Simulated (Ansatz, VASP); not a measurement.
## Ge in VASP and in Ansatz

```
CELL_PARAMETERS angstrom
0.00000 2.55400 2.55400
2.55400 0.00000 2.55400
2.55400 2.55400 0.00000
ATOMIC_POSITIONS crystal
Ge 0.87500 0.87500 0.87500
Ge 0.12500 0.12500 0.12500
```

Change from the starting cell: volume scaled by 0.75, LAPW.

Alike in both runs: task single point; functional LDA; k mesh 13 × 13 × 13; occupations fermi-dirac, width 0.05 eV; no spin polarisation.

```csv
,VASP,Ansatz
version,VASP 6.6.1,Ansatz 0.2.0
potentials or method,"VASP PAW LDA potentials, release 64 (Ge_d), cutoff 520 eV","all-electron LAPW, scalar-relativistic"
```

Ansatz gave:

| Item | Value |
| --- | --- |
| pressure (GPa) | 40.5 |

Question: Estimate VASP's values.

Answer: Pressure (GPa): 40.9.

LDA's correlation is that of Perdew and Zunger in VASP and of Perdew and Wang (1992) in Ansatz. Both programs put the cell under a high pressure, so it lies far from rest at this level. Ansatz ran all-electron here, and VASP with PAW potentials.
